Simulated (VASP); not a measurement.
Runs of VASP 6.6.1 on Ti. The structure is that of space group Fm-3m (No. 225), or close to it. The cells are those of the table. 

```csv
cell,gap on the mesh (eV),pressure (GPa)
"a = 2.871 Å, angles 60.0°, 1 atom",none,(a)
"a = 2.812 Å, angles 60.0°, 1 atom",none,7.7
"a = 2.832 Å, angles 60.0°, 1 atom",none,5.0
"a = 2.890 Å, angles 60.0°, 1 atom",none,-2.1
```

Alike in all rows: task single point; level PBEsol; potentials or basis VASP PAW PBE potentials, release 64 (Ti_sv); no spin polarisation; k mesh 10 × 10 × 10; cutoff (eV) 520; smearing fermi-dirac 0.15 eV.

Fill in the values left out.

(a) 0.1.

Caveats: the PAW data sets were made with another functional, which shifts forces and pressure a little.

A gap of «none» marks levels without a gap at the run's occupations.
